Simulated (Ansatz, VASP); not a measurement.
Two plane-wave programs on AgCl

```
CELL_PARAMETERS angstrom
0.00000 2.80088 2.77315
2.77315 0.00000 2.77315
2.77315 2.80088 0.00000
ATOMIC_POSITIONS crystal
Ag 0.50000 0.50000 0.50000
Cl 0.00000 0.00000 0.00000
```

Change from the starting cell: strain +0.0100 x Voigt [0, 1, 0, 0, 0, 0], atoms carried along.

Alike in both runs: task single point; functional PBE; k mesh 8 × 8 × 8; occupations gaussian, width 0.05 eV; no spin polarisation.

|  | VASP | Ansatz |
| --- | --- | --- |
| version | VASP 6.6.1 | Ansatz 0.2.0 |
| potentials or method | VASP PAW PBE potentials, release 64 (Ag, Cl), cutoff 520 eV | scalar-relativistic, plane waves, PAW |
| valence electrons in the cell | 18 | 26 |

```tsv
	VASP	Ansatz	Ansatz less VASP
gap on the k mesh at the Fermi level (eV)	0.88	0.88	+0.003
least direct gap on the mesh (eV)	3.15	3.15	+0.002
pressure (GPa)	1.0	1.1	+0.14
traceless stress, the component that is largest in VASP (GPa)	-0.14	-0.15	-0.006
```

VASP's potentials hold 18 valence electrons a cell and Ansatz's 26, so a difference there can come from the potentials and not from the codes.
